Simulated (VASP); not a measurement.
Set up this calculation in VASP 6.6.1, as the native input.

* Task: single point
* Functional: PBE
* Potentials or basis: VASP PAW PBE potentials, release 64 (Ba_sv, S)
* Cutoff: 520 eV
* k mesh: 4 × 4 × 4
* Occupations: gaussian, width 0.01 eV
* Spin: no spin polarisation
* Dipole correction: no
* Further INCAR settings: ALGO = Normal; EDIFF = 1e-06; NBANDS = 15

The structure of BaS lies in POSCAR:

```
BaS
1.0
    3.8337582660      0.0000000000      0.0000000000
    0.0000000000      3.8337582660      0.0000000000
    0.0000000000      0.0000000000      3.8337582660
Ba S
1 1
Direct
    0.0000000000      0.0000000000      0.0000000000
    0.5000000000      0.5000000000      0.5000000000
```

The input as run:

INCAR

```
SYSTEM = BaS
ALGO = Normal ; EDIFF = 1E-6
ENCUT = 520 ; GGA = PE
ISIF = 2 ; ISMEAR = 0
LASPH = .True. ; LCHARG = .False.
LREAL = .False. ; LWAVE = .False.
NBANDS = 15 ; NELM = 60
PREC = Accurate ; SIGMA = 0.01
```

KPOINTS

```
k-points
0
Gamma
  4 4 4
  0 0 0
```

Potentials or basis: VASP PAW PBE potentials, release 64 (Ba_sv, S).

Command:

```console
$ cat potpaw_PBE.64/Ba_sv/POTCAR potpaw_PBE.64/S/POTCAR > POTCAR
$ mpirun -np 1 vasp_std > vasp.out
```

Results of the run:

The pressure is 1.3 GPa and the band gap on the k mesh is 1.42 eV (least direct gap 1.53 eV).

Caveat: the structure was generated, so it needn't be the stable form of BaS; spin-orbit coupling is left out, which moves the levels of the heavy elements.

Run time: 9.4 s on 1 thread of Intel(R) Xeon(R) Platinum 8259CL CPU @ 2.50GHz (Skylake/Cascade Lake), on a shared host, peak memory 0.16 GiB.
